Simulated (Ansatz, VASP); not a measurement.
As in VASP and in Ansatz

```
As
1.0
     4.75181    0.00000    0.00000
    -2.37590    4.11519    0.00000
     0.00000    0.00000    2.76544
As
3
Direct
  0.00000 0.00000 0.00000
  0.33333 0.66667 0.50000
  0.66667 0.33333 0.50000
```

Alike in both runs: functional LDA; k mesh 8 × 8 × 11; occupations fermi-dirac, width 0.1 eV; no spin polarisation.

Ansatz relaxed the structure, and its values are those at the end. VASP's run is a single point on that final structure, the one shown.

```csv
,VASP,Ansatz
version,VASP 6.6.1,Ansatz 0.2.0
potentials or method,"VASP PAW LDA potentials, release 64 (As), cutoff 520 eV","plane waves (420 eV) with PAW, scalar-relativistic"
valence electrons in the cell,15,45
```

```tsv
	VASP	Ansatz	Ansatz less VASP
pressure (GPa)	0.3	0.0	-0.30
```

Ansatz warns that its potentials were made for another functional, while VASP's fit it. LDA's correlation is that of Perdew and Zunger in VASP and of Perdew and Wang (1992) in Ansatz. VASP's potentials hold 15 valence electrons a cell and Ansatz's 45, so a difference there can come from the potentials and not from the codes.
